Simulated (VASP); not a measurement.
# ZnO (P6_3mc) in VASP: a series of runs, part 2 of 2

VASP 6.6.1. The steps go on from the part before.

**4. Single point, PBE (uniaxial strain along c: -4.0 %, then relaxed in part)**

Contents of INCAR:

```
SYSTEM = ZnO
ALGO = Normal
EDIFF = 1E-7
ENCUT = 520
GGA = PE
ISIF = 2
ISMEAR = 0
LASPH = .TRUE.
LCHARG = .FALSE.
LREAL = .FALSE.
LWAVE = .FALSE.
NBANDS = 26
NELM = 100
PREC = Accurate
SIGMA = 0.02
```

Contents of KPOINTS:

```
k-points
0
G
  12 12 6
  0 0 0
```

Contents of POSCAR:

```
ZnO
1.0
    3.3223544008      0.0000000000      0.0000000000
   -1.6611772004      2.8772433115      0.0000000000
    0.0000000000      0.0000000000      5.0815038382
Zn O
2 2
Direct
    0.6666666982      0.3333333018      0.4933255527
    0.3333333018      0.6666666982     -0.0066744473
    0.6666666397      0.3333333603      0.8869844473
    0.3333333603      0.6666666397      0.3869844473
```

Potentials or basis: VASP PAW PBE potentials, release 64 (Zn, O).

Launch:

```console
$ cat potpaw_PBE.64/Zn/POTCAR potpaw_PBE.64/O/POTCAR > POTCAR
$ mpirun -np 1 vasp_std > vasp.out
```

OUTCAR:

```text
SYSTEM = ZnO
   EDIFF = 1E-7
   ENCUT = 520
   GGA = PE
   ISIF = 2
   ISMEAR = 0
   LASPH = .TRUE.
   LREAL = .FALSE.
   NELM = 100
   PREC = Accurate

 ion  position               nearest neighbor table
   1  0.667  0.333  0.493-   4 1.99   4 1.99   4 1.99   3 2.00
   2  0.333  0.667  0.993-   3 1.99   3 1.99   3 1.99   4 2.00
   3  0.667  0.333  0.887-   2 1.99   2 1.99   2 1.99   1 2.00
   4  0.333  0.667  0.387-   1 1.99   1 1.99   1 1.99   2 2.00

  LATTYP: Found a hexagonal cell.
 ALAT       =     3.3223544008
 C/A-ratio  =     1.5294887978

  Lattice vectors:

 A1 = (   3.3223544008,   0.0000000000,   0.0000000000)
 A2 = (  -1.6611772004,   2.8772433115,   0.0000000000)
 A3 = (   0.0000000000,   0.0000000000,   5.0815038382)

Analysis of symmetry for initial positions (statically):
=====================================================================
 Subroutine PRICEL returns:
 Original cell was already a primitive cell.

 Routine SETGRP: Setting up the symmetry group for a
 hexagonal supercell.
[... 170 lines left out ...]
  free energy    TOTEN  =       -17.82397208 eV

  energy without entropy =      -17.82397208  energy(sigma->0) =      -17.82397208

 E-fermi :   1.0933     XC(G=0): -10.8031

 val. band max:        0.9866922154   @ k =   0.0000   0.0000   0.0000
 cond. band min:       1.7896698411   @ k =   0.0000   0.0000   0.0000
 fundamental gap:      0.8029776257
 Fermi energy:         1.0932573411

 k-point     1 :       0.0000    0.0000    0.0000
  band No.  band energies     occupation
      1     -16.8951      2.00000
      2     -16.1316      2.00000
      3      -4.5972      2.00000
      4      -4.5972      2.00000
      5      -4.4476      2.00000
      6      -4.4476      2.00000
[... 685 lines left out ...]
     25      14.2713      0.00000
     26      14.7449      0.00000

 [... further k-points ...]

------------------------ aborting loop because EDIFF is reached ----------------------------------------

  FORCE on cell =-STRESS in cart. coord.  units (eV):
  Direction    XX          YY          ZZ          XY          YZ          ZX
  --------------------------------------------------------------------------------------
  -------------------------------------------------------------------------------------
  Total        0.2820117      0.2820117      1.7890055      0.0000000     -0.0000000      0.0000000
  in kB        9.3017114      9.3017114     59.0075329      0.0000000     -0.0000000      0.0000000
  external PRESSURE =      25.8703185 kB  Pullay stress =       0.0000000 kB

 VOLUME and BASIS-vectors are now :
 -----------------------------------------------------------------------------
  energy-cutoff  :      520.00
  volume of cell :       48.58
      direct lattice vectors                 reciprocal lattice vectors
     3.322354401  0.000000000  0.000000000     0.300991369  0.173777448  0.000000000
    -1.661177200  2.877243312  0.000000000     0.000000000  0.347554896  0.000000000
     0.000000000  0.000000000  5.081503838     0.000000000  0.000000000  0.196792137

 POSITION                                       TOTAL-FORCE (eV/Angst)
 -----------------------------------------------------------------------------------
      1.66118      0.95908      2.50684        -0.000000      0.000000     -0.008972
     -0.00000      1.91816      5.04759        -0.000000      0.000000     -0.008972
      1.66118      0.95908      4.50721         0.000000      0.000000      0.008972
      0.00000      1.91816      1.96646         0.000000     -0.000000      0.008972
 -----------------------------------------------------------------------------------
    total drift:                               -0.000151      0.000087     -0.000877

  FREE ENERGIE OF THE ION-ELECTRON SYSTEM (eV)
  ---------------------------------------------------
  free  energy   TOTEN  =       -17.8239720775 eV

  energy  without entropy=      -17.8239720775  energy(sigma->0) =      -17.82397208
```

It took 49 s on 1 thread of Intel Xeon 6975P-C (Granite Rapids), shared host; peak memory 0.21 GiB.

What came out:

| Quantity | Value |
| --- | --- |
| Free energy | -17.8240 eV |
| Pressure | 2.6 GPa |
| Largest force | 0.009 eV/Å |
| Band gap on the k mesh | 0.80 eV, direct |

Forces in eV/Å, atoms in the order of the input:
```
Zn   0.000  0.000 -0.009
Zn   0.000  0.000 -0.009
O    0.000  0.000  0.009
O    0.000  0.000  0.009
```

Levels at points of the mesh, in eV from the valence-band top:
```
           k point  band 16  band 17  band 18  band 19  band 20  band 21
(0.00, 0.00, 0.00)    -0.08     0.00     0.00     0.80     4.96     8.58
(0.50, 0.00, 0.00)    -2.29    -1.14    -0.89     5.66     6.79     8.01
(0.00, 0.00, 0.50)    -0.38    -0.38    -0.38     3.50     3.50    10.30
(0.50, 0.00, 0.50)    -1.54    -1.10    -1.10     5.78     5.78     8.30
```

Caveat: the cell differs from its parent crystal (uniaxial strain along c: -4.0 %, then relaxed in part).
